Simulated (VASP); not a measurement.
Wanted: the native input for a VASP 6.6.1 run.

```yaml
Task: single point
Functional: PBEsol
Potentials_or_basis: VASP PAW PBE potentials, release 64 (Al)
Cutoff: 520 eV
k_mesh: 17 × 17 × 17
Occupations: methfessel-paxton, width 0.05 eV
Spin: no spin polarisation
Dipole_correction: no
Further_INCAR_settings: ALGO = Normal; EDIFF = 1e-07; NBANDS = 8
```

The structure of Al lies in POSCAR:

```
Al
1.0
    2.8383282232      0.0000000000      0.0000000000
    1.4191641116      2.4580643455      0.0000000000
    1.4191641116      0.8193547818      2.3174852898
Al
1
Direct
    0.0000000000      0.0000000000      0.0000000000
```

One way to write it, as run:

INCAR

```
ALGO = Normal
EDIFF = 1E-7
ENCUT = 520
GGA = PS
ISIF = 2
ISMEAR = 1
LASPH = T
LCHARG = F
LREAL = F
LWAVE = F
NBANDS = 8
NELM = 60
PREC = Accurate
SIGMA = 0.05
```

KPOINTS

```
k-points
0
Gamma
  17 17 17
```

Potentials or basis: VASP PAW PBE potentials, release 64 (Al).

Run with:

```bash
$ cat potpaw_PBE.64/Al/POTCAR > POTCAR
$ mpirun -np 1 vasp_std > vasp.out
```

Results of the run:

The pressure is 0.1 GPa.

Caveat: the PAW data sets were made with another functional, which shifts forces and pressure a little.

Wall time 13 s on 1 thread of AMD EPYC 9R45 (Zen 5), on a shared host, peak memory 0.11 GiB.
